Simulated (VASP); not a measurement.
# Ir: single point with LDA

The system is Ir.

```
Ir
1.0
     0.00000    2.05818    1.76365
     2.05818    0.00000    1.76365
     2.05818    2.05818    0.00000
Ir
1
Direct
  0.00000 0.00000 0.00000
```

This cell differs from its parent crystal: volume 14.942 Å^3 an atom, c/a of the conventional cell 0.8569.

```
Program                : VASP 6.6.1
Task                   : single point
Functional             : LDA
Potentials or basis    : VASP PAW LDA potentials, release 64 (Ir_sv_GW)
Cutoff                 : 500 eV
k mesh                 : 22 × 22 × 22
Occupations            : gaussian, width 0.15 eV
Spin                   : no spin polarisation
Dipole correction      : no
Second run             : valence_matched
Further INCAR settings : ALGO = Normal; EDIFF = 1e-06; NBANDS = 14
```

```yaml
Pressure: -23.2 GPa
```

Stress tensor (GPa, compression positive):
```
-36.40   0.00   0.00
  0.00 -36.40   0.00
  0.00   0.00   3.12
```

Levels at points of the mesh, in eV from the Fermi level:
```
           k point  band 4  band 5  band 6  band 7  band 8  band 9  band 10  band 11  band 12  band 13
(0.00, 0.00, 0.00)  -48.89  -10.44   -3.89   -3.89   -2.25   -2.25    -0.17    14.29    17.60    17.60
(0.50, 0.00, 0.00)  -48.96   -7.44   -4.52   -2.44   -0.42    0.29     1.47     7.02    13.19    17.60
(0.50, 0.50, 0.00)  -49.38   -7.05   -6.83    0.89    1.47    1.47     4.12     9.61     9.61    12.52
(0.50, 0.00, 0.50)  -49.11   -7.28   -6.42    0.54    0.55    0.86     2.00     8.72    11.64    13.26
```

Run time: 53 s on 1 thread of Intel(R) Xeon(R) 6975P-C (Granite Rapids), on a shared host, peak memory 0.28 GiB.

Caveat: spin-orbit coupling is left out, which moves the levels of the heavy elements.
